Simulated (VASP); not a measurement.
HfN, 2 atoms in the cell. Symmetry: Fm-3m, No. 225, cubic system. The conventional cell has a = 4.526 Å, b = 4.526 Å, c = 4.526 Å, α = 90.00°, β = 90.00°, γ = 90.00°. Within 3.0 Å of Hf (site symmetry m-3m) lie 6 N at 2.26 Å. Within 3.0 Å of N (site symmetry m-3m) lie 6 Hf at 2.26 Å. 

```yaml
Program: VASP 6.6.1
Task: single point
Functional: r2SCAN
Potentials_or_basis: VASP PAW PBE potentials, release 64 (Hf_pv, N)
Cutoff: 520 eV
k_mesh: 18 × 18 × 18
Occupations: fermi-dirac, width 0.08 eV
Spin: no spin polarisation
Dipole_correction: no
Further_INCAR_settings: ALGO = Normal; EDIFF = 1e-06; NBANDS = 14
```

Potentials or basis: VASP PAW PBE potentials, release 64 (Hf_pv, N).

Launch:

```bash
$ cat potpaw_PBE.64/Hf_pv/POTCAR potpaw_PBE.64/N/POTCAR > POTCAR
$ cp INCAR.step1 INCAR
$ mpirun -np 1 vasp_std > vasp.out
$ cp INCAR.step2 INCAR
$ mpirun -np 1 vasp_std > vasp.out
```

Hardware: 1 thread of Intel Xeon 8259CL, on a shared host.

Task: Estimate the wall time of this run.

Result: It took 3.8 min on 1 thread of Intel Xeon 8259CL, with other jobs on the host, peak memory 0.2 GiB. Counts: k points 195.
